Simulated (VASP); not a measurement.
# In2SiH2 (P-3m1) in VASP: single point with PBE

Aim: the single point of In2SiH2 with PBE.

Everything below comes from runs of VASP 6.6.1. Logs are shortened: lines on timing, memory, paths and dates and some standing lists are left out, and cuts for length are marked.

## 1. The cell of the first run

It takes space group P-3m1 (No. 164, trigonal). The conventional cell has a = 3.559 Å, b = 3.559 Å, c = 7.346 Å, α = 90.00°, β = 90.00°, γ = 120.00°. In (site symmetry 3m) has 4 H at 2.23 to 2.26 Å within 2.9 Å. Within 3.9 Å of Si (site symmetry -3m) lie 6 In at 2.95 Å and 6 Si at 3.56 Å and 6 H at 3.62 Å. H (site symmetry 3m) has 4 In at 2.23 to 2.26 Å and 3 H at 2.48 Å within 2.9 Å.

## 2. Single point, PBE

Input file INCAR:

```
SYSTEM = In2SiH2
PREC = Accurate
ENCUT = 500
EDIFF = 1E-6
ISMEAR = 0
SIGMA = 0.15
LREAL = .False.
LASPH = .True.
NELM = 120
ALGO = Normal
ISIF = 2
LWAVE = .False.
LCHARG = .False.
GGA = PE
NBANDS = 24
GGA_COMPAT = .False.
```

Input file KPOINTS:

```
regular mesh
0
Gamma
  3 3 2
  0 0 0
```

Input file POSCAR:

```
In2SiH2
1.0
    3.5592329616      0.0000000000      0.0000000000
   -1.7796164808      3.0823861627      0.0000000000
    0.0000000000      0.0000000000      7.3461677361
In Si H
2 1 2
Direct
    0.3333333333      0.6666666667      0.2876911078
    0.6666666667      0.3333333333      0.7123088922
    0.0000000000      0.0000000000      0.0000000000
    0.3333333333      0.6666666667      0.5948092788
    0.6666666667      0.3333333333      0.4051907212
```

Potentials or basis: VASP PAW PBE potentials, release 64 (In_d, Si, H).

Command:

```console
$ cat potpaw_PBE.64/In_d/POTCAR potpaw_PBE.64/Si/POTCAR potpaw_PBE.64/H/POTCAR > POTCAR
$ mpirun -np 1 vasp_std > vasp.out
```

OUTCAR:

```text
SYSTEM = In2SiH2
   PREC = Accurate
   ENCUT = 500
   EDIFF = 1E-6
   ISMEAR = 0
   LREAL = .False.
   LASPH = .True.
   NELM = 120
   ISIF = 2
   GGA = PE

 ion  position               nearest neighbor table
   1  0.333  0.667  0.288-   5 2.23   5 2.23   5 2.23   4 2.26   3 2.95   3 2.95   3 2.95   2 3.74
                             2 3.74   2 3.74
   2  0.667  0.333  0.712-   4 2.23   4 2.23   4 2.23   5 2.26   3 2.95   3 2.95   3 2.95   1 3.74
                             1 3.74   1 3.74
   3  0.000  0.000  0.000-   1 2.95   2 2.95   1 2.95   2 2.95   2 2.95   1 2.95
   4  0.333  0.667  0.595-   2 2.23   2 2.23   2 2.23   1 2.26
   5  0.667  0.333  0.405-   1 2.23   1 2.23   1 2.23   2 2.26

  LATTYP: Found a hexagonal cell.
 ALAT       =     3.5592329616
 C/A-ratio  =     2.0639749675

  Lattice vectors:

 A1 = (   3.5592329616,   0.0000000000,   0.0000000000)
 A2 = (  -1.7796164808,   3.0823861627,   0.0000000000)
 A3 = (   0.0000000000,   0.0000000000,   7.3461677361)

Analysis of symmetry for initial positions (statically):
=====================================================================
 Subroutine PRICEL returns:
 Original cell was already a primitive cell.

 Routine SETGRP: Setting up the symmetry group for a
 hexagonal supercell.

 Subroutine GETGRP returns: Found 12 space group operations
 (whereof 12 operations were pure point group operations)
 out of a pool of 24 trial point group operations.

The static configuration has the point symmetry D_3d.

Analysis of symmetry for dynamics (positions and initial velocities):
=====================================================================
 Subroutine PRICEL returns:
 Original cell was already a primitive cell.

 Routine SETGRP: Setting up the symmetry group for a
 hexagonal supercell.

 Subroutine GETGRP returns: Found 12 space group operations
 (whereof 12 operations were pure point group operations)
 out of a pool of 24 trial point group operations.

The dynamic configuration has the point symmetry D_3d.

 Subroutine INISYM returns: Found 12 space group operations
 (whereof 12 operations are pure point group operations),
 and found     1 'primitive' translations

----------------------------------------------------------------------------------------

                                     Primitive cell

  volume of cell :      80.5943

  direct lattice vectors                    reciprocal lattice vectors
     3.559232962  0.000000000  0.000000000     0.280959412  0.162211992  0.000000000
    -1.779616481  3.082386163  0.000000000     0.000000000  0.324423984  0.000000000
     0.000000000  0.000000000  7.346167736     0.000000000  0.000000000  0.136125397

  length of vectors
     3.559232962  3.559232962  7.346167736     0.324423984  0.324423984  0.136125397

  position of ions in fractional coordinates (direct lattice)
     0.333333333  0.666666667  0.287691108
     0.666666667  0.333333333  0.712308892
     0.000000000  0.000000000  0.000000000
     0.333333333  0.666666667  0.594809279
     0.666666667  0.333333333  0.405190721

  ion indices of the primitive-cell ions
   primitive index   ion index
                 1           1
                 2           2
                 3           3
                 4           4
                 5           5

----------------------------------------------------------------------------------------

 KPOINTS: regular mesh

Automatic generation of k-mesh.
 Grid dimensions read from file:
 generate k-points for:    3    3    2

 Generating k-lattice:

  Cartesian coordinates                     Fractional coordinates (reciprocal lattice)
     0.093653137  0.054070664  0.000000000     0.333333333  0.000000000  0.000000000
     0.000000000  0.108141328  0.000000000     0.000000000  0.333333333  0.000000000
     0.000000000  0.000000000  0.068062699     0.000000000  0.000000000  0.500000000

  Length of vectors
     0.108141328  0.108141328  0.068062699

  Shift w.r.t. Gamma in fractional coordinates (k-lattice)
     0.000000000  0.000000000  0.000000000

 Subroutine IBZKPT returns following result:
 ===========================================

 Found      6 irreducible k-points:

 Following reciprocal coordinates:
            Coordinates               Weight
  0.000000  0.000000  0.000000      1.000000
  0.333333 -0.000000  0.000000      6.000000
  0.333333  0.333333  0.000000      2.000000
  0.000000  0.000000  0.500000      1.000000
  0.333333 -0.000000  0.500000      6.000000
  0.333333  0.333333  0.500000      2.000000
   k-points           NKPTS =      6   k-points in BZ     NKDIM =      6   number of bands    NBANDS=     24
   number of dos      NEDOS =    301   number of ions     NIONS =      5
   total plane-waves  NPLWV =  42336
   dimension x,y,z NGX =    28 NGY =   28 NGZ =   54
   dimension x,y,z NGXF=    56 NGYF=   56 NGZF=  108
   ions per type =               2   1   2
   NGX,Y,Z   is equivalent  to a cutoff of  13.08, 13.08, 12.22 a.u.
   NGXF,Y,Z  is equivalent  to a cutoff of  26.16, 26.16, 24.44 a.u.
 SYSTEM =  In2SiH2
   PREC   = accura    normal or accurate (medium, high low for compatibility)
   ISTART =      0    job   : 0-new  1-cont  2-samecut
   ICHARG =      2    charge: 1-file 2-atom 10-const
   ISPIN  =      1    spin polarized calculation?
   LNONCOLLINEAR =      F non collinear calculations
   LSORBIT =      F    spin-orbit coupling
   LASPH  =      T    aspherical Exc in radial PAW
   ENCUT  =  500.0 eV  36.75 Ry    6.06 a.u.   6.49  6.49 13.39*2*pi/ulx,y,z
   NELM   =    120;   NELMIN=  2; NELMDL= -5     # of ELM steps
   EDIFF  = 0.1E-05   stopping-criterion for ELM
   LREAL  =      F    real-space projection
   EDIFFG = 0.1E-04   stopping-criterion for IOM
   NSW    =      0    number of steps for IOM
   IBRION =     -1    ionic relax: 0-MD 1-quasi-New 2-CG
   NFREE  =      0    steps in history (QN), initial steepest desc. (CG)
   ISIF   =      2    stress and relaxation
   ISYM   =      2    0-nonsym 1-usesym 2-fastsym
   POTIM  = 0.5000    time-step for ionic-motion
   TEBEG  =    0.0;   TEEND  =   0.0 temperature during run
   PSTRESS=    0.0 pullay stress
   NELECT =      32.0000    total number of electrons
   NUPDOWN=      -1.0000    fix difference up-down
   EMIN   =  10.00;   EMAX   =-10.00  energy-range for DOS
   EFERMI =   0.00;   METHOD = LEGACY
   ISMEAR =     0;   SIGMA  =   0.15  broadening in eV -4-tet -1-fermi 0-gaus
   EFERMI_NEDOS =   21; number of points for ismear=-14 and -15
   IALGO  =     38    algorithm
   IMIX   =      4    mixing-type and parameters
     AMIX     =   0.40;   BMIX     =  1.00
     AMIX_MAG =   1.60;   BMIX_MAG =  1.00
  volume/ion in A,a.u.               =      16.12       108.78
  Fermi-wavevector in a.u.,A,eV,Ry     =   1.203252  2.273817 19.698736  1.447816
  Thomas-Fermi vector in A             =   2.339011
   LORBIT       =      0    0 simple, 1 ext, 2 COOP (PROOUT), +10 PAW based schemes
   GGA     = PE    functional components
   LHFCALC =     F    Hartree Fock is set to
   AEXX    =    0.0000 exact exchange contribution
   IVDW    =     0    specifies the selected vdW correction
   LEPSILON=     F    determine dielectric tensor
   LRPA    =     F    only Hartree local field effects (RPA)
 non-spin polarized calculation
 Gauss-broadening in eV      SIGMA  =   0.15
  energy-cutoff  :      500.00
  volume of cell :       80.59
 maximum number of plane-waves:      2078
 NGX is ok and might be reduce to    28
   NGX = 13   NGY = 13   NGZ = 27

 number of electron      31.9999991 magnetization

 Free energy of the ion-electron system (eV)
  ---------------------------------------------------
  ext. energy  EPLUGINS =         0.00000000
  ---------------------------------------------------
  free energy    TOTEN  =       -15.39452129 eV

  energy without entropy =      -15.39230862  energy(sigma->0) =      -15.39341496

 E-fermi :   6.2868     XC(G=0): -10.0002

 val. band max:        6.0197490583   @ k =   0.3333  -0.0000   0.0000
 cond. band min:       6.5099832576   @ k =   0.3333   0.3333   0.0000
 fundamental gap:      0.4902341993
 Fermi energy:         6.2868380554

 k-point     1 :       0.0000    0.0000    0.0000
  band No.  band energies     occupation
      1      -8.0543      2.00000
      2      -8.0328      2.00000
      3      -8.0122      2.00000
      4      -8.0122      2.00000
      5      -8.0103      2.00000
      6      -8.0103      2.00000
[... 16 lines left out ...]
     23      14.8952      0.00000
     24      14.9121      0.00000

 k-point     2 :       0.3333   -0.0000    0.0000
  band No.  band energies     occupation
      1      -8.1428      2.00000
      2      -8.0861      2.00000
      3      -8.0092      2.00000
      4      -7.9920      2.00000
      5      -7.9497      2.00000
      6      -7.9131      2.00000
[... 16 lines left out ...]
     23      11.9001      0.00000
     24      12.5339      0.00000

 k-point     3 :       0.3333    0.3333    0.0000
  band No.  band energies     occupation
      1      -8.0525      2.00000
      2      -8.0515      2.00000
      3      -8.0515      2.00000
      4      -7.9556      2.00000
      5      -7.9386      2.00000
      6      -7.9386      2.00000
[... 16 lines left out ...]
     23      13.2099      0.00000
     24      13.2099      0.00000

 k-point     4 :       0.0000    0.0000    0.5000
  band No.  band energies     occupation
      1      -8.0671      2.00000
      2      -8.0159      2.00000
      3      -8.0146      2.00000
      4      -8.0146      2.00000
      5      -8.0092      2.00000
      6      -8.0092      2.00000
[... 16 lines left out ...]
     23      13.5901      0.00000
     24      13.5901      0.00000

 k-point     5 :       0.3333   -0.0000    0.5000
  band No.  band energies     occupation
      1      -8.1429      2.00000
      2      -8.0955      2.00000
      3      -8.0114      2.00000
      4      -8.0013      2.00000
      5      -7.9429      2.00000
      6      -7.8982      2.00000
[... 16 lines left out ...]
     23      13.7923      0.00000
     24      13.9482      0.00000

 k-point     6 :       0.3333    0.3333    0.5000
  band No.  band energies     occupation
      1      -8.0597      2.00000
      2      -8.0597      2.00000
      3      -8.0192      2.00000
      4      -7.9883      2.00000
      5      -7.9378      2.00000
      6      -7.9378      2.00000
[... 16 lines left out ...]
     23      15.8793      0.00000
     24      15.8793      0.00000

------------------------ aborting loop because EDIFF is reached ----------------------------------------

  FORCE on cell =-STRESS in cart. coord.  units (eV):
  Direction    XX          YY          ZZ          XY          YZ          ZX
  --------------------------------------------------------------------------------------
  -------------------------------------------------------------------------------------
  Total       -0.2170016     -0.2170016      0.0930092      0.0000000      0.0000000     -0.0000000
  in kB       -4.3138918     -4.3138918      1.8489806      0.0000000      0.0000000     -0.0000000
  external PRESSURE =      -2.2596010 kB  Pullay stress =       0.0000000 kB

 VOLUME and BASIS-vectors are now :
 -----------------------------------------------------------------------------
  energy-cutoff  :      500.00
  volume of cell :       80.59
      direct lattice vectors                 reciprocal lattice vectors
     3.559232962  0.000000000  0.000000000     0.280959412  0.162211992  0.000000000
    -1.779616481  3.082386163  0.000000000     0.000000000  0.324423984  0.000000000
     0.000000000  0.000000000  7.346167736     0.000000000  0.000000000  0.136125397

 POSITION                                       TOTAL-FORCE (eV/Angst)
 -----------------------------------------------------------------------------------
     -0.00000      2.05492      2.11343         0.000000     -0.000000     -0.022089
      1.77962      1.02746      5.23274        -0.000000      0.000000      0.022089
      0.00000      0.00000      0.00000         0.000000      0.000000      0.000000
     -0.00000      2.05492      4.36957         0.000000     -0.000000      0.043784
      1.77962      1.02746      2.97660         0.000000      0.000000     -0.043784
 -----------------------------------------------------------------------------------
    total drift:                                0.000000     -0.000000      0.000000

  FREE ENERGIE OF THE ION-ELECTRON SYSTEM (eV)
  ---------------------------------------------------
  free  energy   TOTEN  =       -15.3945212940 eV

  energy  without entropy=      -15.3923086174  energy(sigma->0) =      -15.39341496
```

Wall time 23 s (1 thread of Intel Xeon 8259CL, shared host); peak memory 0.19 GiB.

Results:

```
Free energy            : -15.3945 eV
Pressure               : -0.2 GPa
Largest force          : 0.044 eV/Å
Band gap on the k mesh : zero (band 16 reaches 9.32 eV, above the bottom of band 17 at 5.25 eV)
```

Forces in eV/Å, atoms in the order of the input:
```
In   0.000  0.000 -0.022
In   0.000  0.000  0.022
Si   0.000  0.000  0.000
H    0.000  0.000  0.044
H    0.000  0.000 -0.044
```

Stress tensor (GPa, compression positive):
```
-0.43  0.00  0.00
 0.00 -0.43  0.00
 0.00  0.00  0.18
```

Caveat: the k points lie up to 0.68 Å⁻¹ apart; spin-orbit coupling is left out, which moves the levels of the heavy elements.
